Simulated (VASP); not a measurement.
# Si (a cell with a defect) in VASP: single point with PBEsol

Aim: the single point of Si (a cell with a defect) with PBEsol.

All numbers are computed with VASP 6.6.1; they aren't measurements. Logs are shortened: lines on timing, memory, paths and dates and some standing lists are left out, and cuts for length are marked.

## 1. The cell of the first run

The cell holds a defect, 31 atoms: a = 9.412 Å, b = 9.412 Å, c = 9.412 Å, α = 109.47°, β = 109.47°, γ = 109.47°.

## 2. Single point, PBEsol

The input, INCAR:

```
SYSTEM = Si
ALGO     = Normal         ! electronic algorithm
EDIFF    = 1E-6           ! SCF threshold, eV
ENCUT    = 520            ! plane-wave cutoff, eV
GGA      = PS             ! functional
ISIF     = 2              ! what is computed and relaxed
ISMEAR   = 0              ! smearing method
LASPH    = .TRUE.         ! aspherical terms in the spheres
LCHARG   = .TRUE.         ! write CHGCAR
LELF     = .TRUE.         ! ELF
LREAL    = Auto         
LVHAR    = .TRUE.       
LWAVE    = .FALSE.        ! write WAVECAR
NBANDS   = 83             ! bands
NELECT   = 126.0        
NELM     = 80             ! most SCF steps
PREC     = Accurate       ! precision mode
SIGMA    = 0.02           ! smearing width, eV
```

The input, KPOINTS:

```
Automatic mesh
0
Gamma
  2 2 2
  0.5 0.5 0.5
```

The input, POSCAR:

```
Si
1.0
   -5.4338342764      5.4338342764     -5.4338342764
    5.4338342764     -5.4338342764     -5.4338342764
   -5.4338342764     -5.4338342764      5.4338342764
Si
31
Direct
    0.5000167215     -0.0000060731      0.0582579416
    0.2525376981      1.0000011453      0.4911775671
    0.9987004064      1.0000001332      0.7509953915
    0.7432469035      0.7500391607      0.2496758147
    0.7372048532      0.9999985689      1.0055837595
    0.4999968460      0.7525475184      0.4911621084
    0.2628067820      0.7628013276      0.7683963639
    0.0012995428      0.5012998854      0.2522942236
    1.0067963471      0.7567535723      1.0064372084
    0.7499637075      0.4932207836      0.4996450686
    0.4999997905      0.4987001558      0.7509940113
    0.2500414865      0.2432498734      0.2496847403
    0.2567438440      0.5067794415      0.0064227207
    0.9932030911      0.2499588561      0.4996359590
    0.7474518532      0.2474562034      0.7386214404
    0.5000039313      0.2371942968      0.0055971527
    0.7200576611      0.2200714890      0.4653551933
    0.4999986863      0.2456356657      0.7528206220
    0.2520916963      0.2516785442      0.0020050299
    0.0006997821     -0.0000000920      0.4981883625
   -0.0004063429      0.2479101186      0.2499109157
    0.7456356403      0.0000004601      0.7528098562
    0.2543631126      0.7543648355      0.5071819198
    0.2799403557      0.0000037727      0.2453131495
    0.0004136122      0.7483216810      0.7503262508
    0.7516857880      0.7520889104      0.0019999690
    0.5000001586      0.5007113507      0.4981877183
    0.4999899448      0.7799292883      0.2452779993
    0.2483133330      0.5004017167      0.7503148408
   -0.0007078795      0.4992918190     -0.0025202278
    0.7479108293      0.4995954720      0.2499136762
```

Potentials or basis: VASP PAW PBE potentials, release 64 (Si).

On the command line:

```sh
$ cat potpaw_PBE.64/Si/POTCAR > POTCAR
$ mpirun -np 1 vasp_std > vasp.out
```

OUTCAR:

```text
SYSTEM = Si
   EDIFF = 1E-6
   ENCUT = 520
   GGA = PS
   ISIF = 2
   ISMEAR = 0
   LASPH = .TRUE.
   LREAL = Auto
   NELECT = 126.0
   NELM = 80
   PREC = Accurate

 ion  position               nearest neighbor table
   1  0.500  1.000  0.058-   5 2.44   7 2.44  16 2.44  28 3.13  17 3.13  24 3.13
   2  0.253  0.000  0.491-  23 2.37  18 2.37  20 2.39  24 2.41
   3  0.999  0.000  0.751-  19 2.37  25 2.37  20 2.39  22 2.39
   4  0.743  0.750  0.250-  26 2.36  20 2.37  31 2.37  28 2.39
   5  0.737  1.000  0.006-  26 2.37  21 2.37  22 2.41   1 2.44
   6  0.500  0.753  0.491-  22 2.37  23 2.37  27 2.39  28 2.41
   7  0.263  0.763  0.768-  29 2.37  25 2.37  23 2.41   1 2.44
[... 22 lines left out ...]
  30  0.999  0.499  0.997-  13 2.37   9 2.37   8 2.39  15 2.39
  31  0.748  0.500  0.250-  10 2.36  16 2.37   8 2.37   4 2.37

  LATTYP: Found a body centered cubic cell.
 ALAT       =    10.8676685528

  Lattice vectors:

 A1 = (  -5.4338342764,   5.4338342764,  -5.4338342764)
 A2 = (   5.4338342764,  -5.4338342764,  -5.4338342764)
 A3 = (  -5.4338342764,  -5.4338342764,   5.4338342764)

Analysis of symmetry for initial positions (statically):
=====================================================================
 Subroutine PRICEL returns:
 Original cell was already a primitive cell.

 Routine SETGRP: Setting up the symmetry group for a
 body centered cubic supercell.

 Subroutine GETGRP returns: Found  1 space group operations
 (whereof  1 operations were pure point group operations)
 out of a pool of 48 trial point group operations.

The static configuration has the point symmetry C_1 .

Analysis of symmetry for dynamics (positions and initial velocities):
=====================================================================
 Subroutine PRICEL returns:
 Original cell was already a primitive cell.

 Routine SETGRP: Setting up the symmetry group for a
 body centered cubic supercell.

 Subroutine GETGRP returns: Found  1 space group operations
 (whereof  1 operations were pure point group operations)
 out of a pool of 48 trial point group operations.

The dynamic configuration has the point symmetry C_1 .

 Subroutine INISYM returns: Found  1 space group operations
 (whereof  1 operations are pure point group operations),
 and found     1 'primitive' translations

----------------------------------------------------------------------------------------

                                     Primitive cell

  volume of cell :     641.7696

  direct lattice vectors                    reciprocal lattice vectors
    -5.433834276  5.433834276 -5.433834276    -0.092016056  0.000000000 -0.092016056
     5.433834276 -5.433834276 -5.433834276     0.000000000 -0.092016056 -0.092016056
    -5.433834276 -5.433834276  5.433834276    -0.092016056 -0.092016056  0.000000000

  length of vectors
     9.411677047  9.411677047  9.411677047     0.130130355  0.130130355  0.130130355

  position of ions in fractional coordinates (direct lattice)
     0.500016722  0.999993927  0.058257942
     0.252537698  0.000001145  0.491177567
     0.998700406  0.000000133  0.750995391
     0.743246904  0.750039161  0.249675815
     0.737204853  0.999998569  0.005583759
     0.499996846  0.752547518  0.491162108
[... 23 lines left out ...]
     0.999292121  0.499291819  0.997479772
     0.747910829  0.499595472  0.249913676

  ion indices of the primitive-cell ions
   primitive index   ion index
                 1           1
                 2           2
                 3           3
                 4           4
                 5           5
                 6           6
[... 23 lines left out ...]
                30          30
                31          31

----------------------------------------------------------------------------------------

 KPOINTS: Automatic mesh

Automatic generation of k-mesh.
 Grid dimensions read from file:
 generate k-points for:    2    2    2

 Generating k-lattice:

  Cartesian coordinates                     Fractional coordinates (reciprocal lattice)
    -0.046008028  0.000000000 -0.046008028     0.500000000  0.000000000  0.000000000
     0.000000000 -0.046008028 -0.046008028     0.000000000  0.500000000  0.000000000
    -0.046008028 -0.046008028  0.000000000     0.000000000  0.000000000  0.500000000

  Length of vectors
     0.065065177  0.065065177  0.065065177

  Shift w.r.t. Gamma in fractional coordinates (k-lattice)
     0.500000000  0.500000000  0.500000000

 Subroutine IBZKPT returns following result:
 ===========================================

 Found      4 irreducible k-points:

 Following reciprocal coordinates:
            Coordinates               Weight
  0.250000  0.250000  0.250000      2.000000
 -0.250000  0.250000  0.250000      2.000000
  0.250000 -0.250000  0.250000      2.000000
  0.250000  0.250000 -0.250000      2.000000
   k-points           NKPTS =      4   k-points in BZ     NKDIM =      4   number of bands    NBANDS=     83
   number of dos      NEDOS =    301   number of ions     NIONS =     31
   total plane-waves  NPLWV = 343000
   dimension x,y,z NGX =    70 NGY =   70 NGZ =   70
   dimension x,y,z NGXF=   140 NGYF=  140 NGZF=  140
   ions per type =              31
   NGX,Y,Z   is equivalent  to a cutoff of  12.36, 12.36, 12.36 a.u.
   NGXF,Y,Z  is equivalent  to a cutoff of  24.73, 24.73, 24.73 a.u.
 SYSTEM =  Si
   PREC   = accura    normal or accurate (medium, high low for compatibility)
   ISTART =      0    job   : 0-new  1-cont  2-samecut
   ICHARG =      2    charge: 1-file 2-atom 10-const
   ISPIN  =      1    spin polarized calculation?
   LNONCOLLINEAR =      F non collinear calculations
   LSORBIT =      F    spin-orbit coupling
   LASPH  =      T    aspherical Exc in radial PAW
   ENCUT  =  520.0 eV  38.22 Ry    6.18 a.u.  17.50 17.50 17.50*2*pi/ulx,y,z
   NELM   =     80;   NELMIN=  2; NELMDL= -5     # of ELM steps
   EDIFF  = 0.1E-05   stopping-criterion for ELM
   LREAL  =      T    real-space projection
   EDIFFG = 0.1E-04   stopping-criterion for IOM
   NSW    =      0    number of steps for IOM
   IBRION =     -1    ionic relax: 0-MD 1-quasi-New 2-CG
   NFREE  =      0    steps in history (QN), initial steepest desc. (CG)
   ISIF   =      2    stress and relaxation
   ISYM   =      2    0-nonsym 1-usesym 2-fastsym
   POTIM  = 0.5000    time-step for ionic-motion
   TEBEG  =    0.0;   TEEND  =   0.0 temperature during run
   PSTRESS=    0.0 pullay stress
   NELECT =     126.0000    total number of electrons
   NUPDOWN=      -1.0000    fix difference up-down
   EMIN   =  10.00;   EMAX   =-10.00  energy-range for DOS
   EFERMI =   0.00;   METHOD = LEGACY
   ISMEAR =     0;   SIGMA  =   0.02  broadening in eV -4-tet -1-fermi 0-gaus
   EFERMI_NEDOS =   21; number of points for ismear=-14 and -15
   IALGO  =     38    algorithm
   IMIX   =      4    mixing-type and parameters
     AMIX     =   0.40;   BMIX     =  1.00
     AMIX_MAG =   1.60;   BMIX_MAG =  1.00
  volume/ion in A,a.u.               =      20.70       139.71
  Fermi-wavevector in a.u.,A,eV,Ry     =   0.951492  1.798060 12.317867  0.905338
  Thomas-Fermi vector in A             =   2.079967
   LORBIT       =      0    0 simple, 1 ext, 2 COOP (PROOUT), +10 PAW based schemes
   GGA     = PS    functional components
   LHFCALC =     F    Hartree Fock is set to
   AEXX    =    0.0000 exact exchange contribution
   IVDW    =     0    specifies the selected vdW correction
   LEPSILON=     F    determine dielectric tensor
   LRPA    =     F    only Hartree local field effects (RPA)
 non-spin polarized calculation
 Gauss-broadening in eV      SIGMA  =   0.02
  energy-cutoff  :      520.00
  volume of cell :      641.77
 maximum number of plane-waves:     17304
 NGX is ok and might be reduce to    70
   NGX = 35   NGY = 35   NGZ = 35

 number of electron     125.9999998 magnetization

 Free energy of the ion-electron system (eV)
  ---------------------------------------------------
  ext. energy  EPLUGINS =         0.00000000
  ---------------------------------------------------
  free energy    TOTEN  =      -162.90228468 eV

  energy without entropy =     -162.89457161  energy(sigma->0) =     -162.89842814

 E-fermi :   5.6838     XC(G=0):  -9.5202

 val. band max:        5.6778047811   @ k =  -0.2500   0.2500   0.2500
 cond. band min:       5.8183515138   @ k =   0.2500   0.2500   0.2500
 fundamental gap:      0.1405467326
 Fermi energy:         5.6838495479

 k-point     1 :       0.2500    0.2500    0.2500
  band No.  band energies     occupation
      1      -5.5933      2.00000
      2      -5.5933      2.00000
      3      -5.5756      2.00000
      4      -5.3685      2.00000
      5      -3.7461      2.00000
      6      -3.7461      2.00000
[... 67 lines left out ...]
     74       7.0721      0.00000
     75       7.0749      0.00000

 k-point     2 :      -0.2500    0.2500    0.2500
  band No.  band energies     occupation
      1      -6.0662      2.00000
      2      -5.0807      2.00000
      3      -5.0438      2.00000
      4      -5.0203      2.00000
      5      -4.9082      2.00000
      6      -4.2012      2.00000
[... 67 lines left out ...]
     74       7.8386      0.00000
     75       7.9235      0.00000

 k-point     3 :       0.2500   -0.2500    0.2500
  band No.  band energies     occupation
      1      -6.0662      2.00000
      2      -5.0807      2.00000
      3      -5.0438      2.00000
      4      -5.0202      2.00000
      5      -4.9081      2.00000
      6      -4.2012      2.00000
[... 67 lines left out ...]
     74       7.8387      0.00000
     75       7.9235      0.00000

 k-point     4 :       0.2500    0.2500   -0.2500
  band No.  band energies     occupation
      1      -6.0662      2.00000
      2      -5.0807      2.00000
      3      -5.0438      2.00000
      4      -5.0203      2.00000
      5      -4.9082      2.00000
      6      -4.2012      2.00000
[... 67 lines left out ...]
     74       7.8387      0.00000
     75       7.9235      0.00000
 [bands above 75 left out]

------------------------ aborting loop because EDIFF is reached ----------------------------------------

  FORCE on cell =-STRESS in cart. coord.  units (eV):
  Direction    XX          YY          ZZ          XY          YZ          ZX
  --------------------------------------------------------------------------------------
  -------------------------------------------------------------------------------------
  Total        7.5050770      7.5171527      7.5135390     -1.8132943      1.8082878      1.8152673
  in kB       18.7364183     18.7665655     18.7575438     -4.5268877      4.5143890      4.5318134
  external PRESSURE =      18.7535092 kB  Pullay stress =       0.0000000 kB

 VOLUME and BASIS-vectors are now :
 -----------------------------------------------------------------------------
  energy-cutoff  :      520.00
  volume of cell :      641.77
      direct lattice vectors                 reciprocal lattice vectors
    -5.433834276  5.433834276 -5.433834276    -0.092016056  0.000000000 -0.092016056
     5.433834276 -5.433834276 -5.433834276     0.000000000 -0.092016056 -0.092016056
    -5.433834276 -5.433834276  5.433834276    -0.092016056 -0.092016056  0.000000000

 POSITION                                       TOTAL-FORCE (eV/Angst)
 -----------------------------------------------------------------------------------
      2.40023     -3.03336     -7.83425         0.080169      0.080730     -0.080571
     -4.04122     -1.29674      1.29672         0.002244     -0.015668      0.015684
     -9.50756      1.34599     -1.34599        -0.002145      0.003400     -0.003372
     -1.31979     -1.39360     -6.75757         0.002978     -0.015453      0.002365
      1.39764     -1.45832     -9.40933         0.007470      0.025803     -0.025783
     -1.29657     -4.04121     -4.13723        -0.015536      0.001952      0.015481
[... 23 lines left out ...]
     -8.13706     -2.70322     -2.72292        -0.005662     -0.005713      0.008997
     -2.70729     -0.00869     -5.42075        -0.001353     -0.004240     -0.000568
 -----------------------------------------------------------------------------------
    total drift:                               -0.003701     -0.004097      0.003821

  FREE ENERGIE OF THE ION-ELECTRON SYSTEM (eV)
  ---------------------------------------------------
  free  energy   TOTEN  =      -162.9022846798 eV

  energy  without entropy=     -162.8945716062  energy(sigma->0) =     -162.89842814
```

Wall time 5.5 min (1 thread of Intel Xeon Platinum 8375C at 2.90GHz (Ice Lake), shared host); peak memory 0.68 GiB.

Results:

- Free energy: -162.9023 eV
- Largest force: 0.139 eV/Å

Forces in eV/Å, atoms in the order of the input:
```
Si   0.080  0.081 -0.081
Si   0.002 -0.016  0.016
Si  -0.002  0.003 -0.003
Si   0.003 -0.015  0.002
Si   0.007  0.026 -0.026
Si  -0.016  0.002  0.015
Si   0.026  0.026 -0.007
Si   0.003  0.003  0.002
Si  -0.015 -0.003 -0.003
Si  -0.003  0.003  0.016
Si   0.003 -0.002 -0.003
Si  -0.015  0.003  0.003
Si  -0.003 -0.016 -0.003
Si   0.003 -0.002  0.015
Si  -0.016 -0.015 -0.002
Si   0.026  0.007 -0.026
Si  -0.010 -0.010  0.048
Si   0.009 -0.005 -0.009
Si   0.000 -0.004  0.001
Si  -0.009 -0.006  0.006
Si  -0.004 -0.001 -0.001
Si  -0.005  0.009 -0.009
Si   0.009  0.009  0.005
Si  -0.049 -0.011  0.010
Si   0.000 -0.001  0.004
Si  -0.004  0.001  0.001
Si  -0.006 -0.009  0.006
Si  -0.010 -0.048  0.010
Si  -0.001  0.001  0.004
Si  -0.006 -0.006  0.009
Si  -0.001 -0.004 -0.001
```

Levels at points of the mesh, in eV from the Fermi level:
| k point | band 60 | band 61 | band 62 | band 63 | band 64 | band 65 | band 66 | band 67 | band 68 | band 69 |
| --- | --- | --- | --- | --- | --- | --- | --- | --- | --- | --- |
| (0.25, 0.25, 0.25) | -0.82 | -0.82 | 0.13 | 0.13 | 0.21 | 1.11 | 1.11 | 1.21 | 1.21 | 1.24 |

Caveat: the k points lie up to 0.41 Å⁻¹ apart; the cell carries a net charge on a neutralising background, which shifts energy and pressure; the cell is charged against a uniform background, so pressure and absolute levels hang on convention; the PAW data sets were made with another functional, which shifts forces and pressure a little.
